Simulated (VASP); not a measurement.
Wanted: the native input for a VASP 6.6.1 run.

| Property | Result |
| --- | --- |
| Task | single point |
| Functional | PBE |
| Potentials or basis | VASP PAW PBE potentials, release 64 (Fe) |
| Cutoff | 600 eV |
| k mesh | 8 × 8 × 8 |
| Occupations | gaussian, width 0.1 eV |
| Spin | collinear spin, ferromagnetic start |
| Starting moments | [4.0] μB |
| Dipole correction | no |
| Further INCAR settings | ALGO = Normal; EDIFF = 1e-06; NBANDS = 14 |

The structure of Fe lies in POSCAR:

```
Fe
1.0
    0.0000000000      1.8344289553      1.8344289553
    1.8344289553      0.0000000000      1.8344289553
    1.8344289553      1.8344289553      0.0000000000
Fe
1
Direct
    0.0000000000      0.0000000000      0.0000000000
```

These files were run (other wordings do the same):

INCAR

```
SYSTEM = Fe
  PREC = Accurate
  ENCUT = 600
  EDIFF = 1E-6
  ISMEAR = 0
  SIGMA = 0.1
  LREAL = .FALSE.
  LASPH = .TRUE.
  NELM = 200
  ALGO = Normal
  ISIF = 2
  LWAVE = .FALSE.
  LCHARG = .FALSE.
  ISPIN = 2
  MAGMOM = 4
  LORBIT = 11
  LMAXMIX = 4
  GGA = PE
  NBANDS = 14
  GGA_COMPAT = .FALSE.
```

KPOINTS

```
regular mesh
0
G
  8 8 8
  0 0 0
```

Potentials or basis: VASP PAW PBE potentials, release 64 (Fe).

Run with:

```sh
$ cat potpaw_PBE.64/Fe/POTCAR > POTCAR
$ mpirun -np 1 vasp_std > vasp.out
```

It gave:

```
Pressure                                              : -2.6 GPa
Net moment                                            : 2.70 μB per cell
Site moments                                          : Fe +2.69 μB
Valence electrons inside the program's atomic spheres : Fe 7.11
```

Caveat: the k points lie up to 0.37 Å⁻¹ apart.

It took 10 s on 1 thread of Intel(R) Xeon(R) Platinum 8375C CPU @ 2.90GHz (Ice Lake) (shared host), peak memory 0.15 GiB.
